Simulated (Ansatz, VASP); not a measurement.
TiRh in VASP and in Ansatz

```
Ti Rh
1.0
     3.05290    0.00000    0.00000
     0.00000    3.05290    0.00000
     0.00000    0.00000    3.11520
Ti Rh
1 1
Direct
  0.50000 0.50000 0.50000
  0.00000 0.00000 0.00000
```

Alike in both runs: task single point; functional LDA; k mesh 11 × 11 × 11; occupations fermi-dirac, width 0.1 eV; no spin polarisation.

|  | VASP | Ansatz |
| --- | --- | --- |
| version | VASP 6.6.1 | Ansatz 0.2.0 |
| potentials or method | VASP PAW LDA potentials, release 64 (Ti_sv, Rh_pv), cutoff 520 eV | plane waves, PAW |
| valence electrons in the cell | 27 | 29 |

Ansatz gave:

```
pressure (GPa)                                                : -5.9
traceless stress, the component that is largest in VASP (GPa) : 1.28
```

Q: What did VASP give for the same quantities?

A: Pressure (GPa): -5.6; traceless stress, the component that is largest in VASP (GPa): 1.26.

LDA's correlation is that of Perdew and Zunger in VASP and of Perdew and Wang (1992) in Ansatz. VASP's potentials hold 27 valence electrons a cell and Ansatz's 29, so a difference there can come from the potentials and not from the codes. Ansatz's warnings: stress scf threshold loose.
